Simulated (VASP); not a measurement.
**LiMg3: relaxation of cell and atoms with LDA**

The system is LiMg3.

```
Li Mg
1.0
     0.00000    3.48369    3.48369
     3.48369    0.00000    3.48369
     3.48369    3.48369    0.00000
Li Mg
1 3
Direct
  0.50000 0.50000 0.50000
  0.00000 0.00000 0.00000
  0.25000 0.25000 0.25000
  0.75000 0.75000 0.75000
```

```json
{"Program": "VASP 6.6.1", "Task": "relaxation of cell and atoms", "Functional": "LDA", "Potentials or basis": "VASP PAW LDA potentials, release 64 (Li_sv, Mg)", "Cutoff": "600 eV", "k mesh": "10 × 10 × 10", "Occupations": "gaussian, width 0.1 eV", "Spin": "no spin polarisation", "Dipole correction": "no", "Further INCAR settings": "ALGO = Normal; EDIFF = 1e-06; IBRION = 2; EDIFFG = -0.005; NSW = 100; ISIF = 3"}
```

The relaxed volume is 20.20 Å³/atom and the relaxed cell is a = 4.852 Å, b = 4.852 Å, c = 4.852 Å, α = 60.00°, β = 60.00°, γ = 60.00°. The space group after relaxing (to 0.1 Å) is Fm-3m (No. 225) and the energy gained by relaxing is 4.5 meV/atom. The ionic steps are 3. The pressure after relaxing is 0.0 GPa and the band gap on the k mesh is zero (an odd number of electrons rules out a gap without spin polarisation).

Step by step:
| step | energy change (eV) | largest force (eV/Å) | pressure (GPa) | volume (Å³) |
| --- | --- | --- | --- | --- |
| 1 | 0.0000 | 0.0000 | -1.46 | 84.56 |
| 2 | -0.0153 | 0.0000 | -0.61 | 82.22 |
| 3 | -0.0181 | 0.0000 | -0.02 | 80.79 |

Final structure:
```
Li Mg
1.0
     0.00000    3.43115    3.43115
     3.43115    0.00000    3.43115
     3.43115    3.43115    0.00000
Li Mg
1 3
Direct
  0.50000 0.50000 0.50000
  0.00000 0.00000 0.00000
  0.25000 0.25000 0.25000
  0.75000 0.75000 0.75000
```

Levels at points of the mesh, in eV from the Fermi level:
| k point | band 1 | band 2 | band 3 | band 4 | band 5 | band 6 | band 7 | band 8 |
| --- | --- | --- | --- | --- | --- | --- | --- | --- |
| (0.00, 0.00, 0.00) | -45.45 | -6.62 | 1.72 | 1.72 | 1.72 | 1.85 | 1.85 | 1.85 |
| (0.50, 0.00, 0.00) | -45.45 | -4.71 | -3.98 | 1.02 | 1.02 | 1.09 | 1.09 | 2.28 |
| (0.50, 0.50, 0.00) | -45.45 | -3.89 | -3.42 | -1.15 | -1.15 | -0.39 | 0.73 | 7.09 |

Wall time 73 s on 1 thread of Intel(R) Xeon(R) Platinum 8175M CPU @ 2.50GHz (Skylake/Cascade Lake), with other jobs on the host, peak memory 0.22 GiB.

Caveat: the cutoff is under 1.25 times the usual one of these potentials, so pressure, stress and relaxed cells hold a basis-set (Pulay) error.
